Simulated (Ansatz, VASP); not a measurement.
# One calculation of CaF2, two programs

```
Ca F
1.0
     0.00000    2.70651    2.70651
     2.70651    0.00000    2.70651
     2.70651    2.70651    0.00000
Ca F
1 2
Direct
  0.00000 0.00000 0.00000
  0.25000 0.25000 0.25000
  0.75000 0.75000 0.75000
```

Alike in both runs: task single point; functional LDA; k mesh 6 × 6 × 6; no spin polarisation.

|  | VASP | Ansatz |
| --- | --- | --- |
| version | VASP 6.6.1 | Ansatz 0.2.0 |
| potentials or method | VASP PAW LDA potentials, release 64 (Ca_sv, F), cutoff 600 eV | plane waves, PAW |
| occupations | gaussian, width 0.01 eV | fixed |
| valence electrons in the cell | 24 | 24 |

Ansatz gave:

```
pressure (GPa) : -4.4
```

Which values does VASP return?

Pressure (GPa): -4.1.

LDA's correlation is that of Perdew and Zunger in VASP and of Perdew and Wang (1992) in Ansatz.
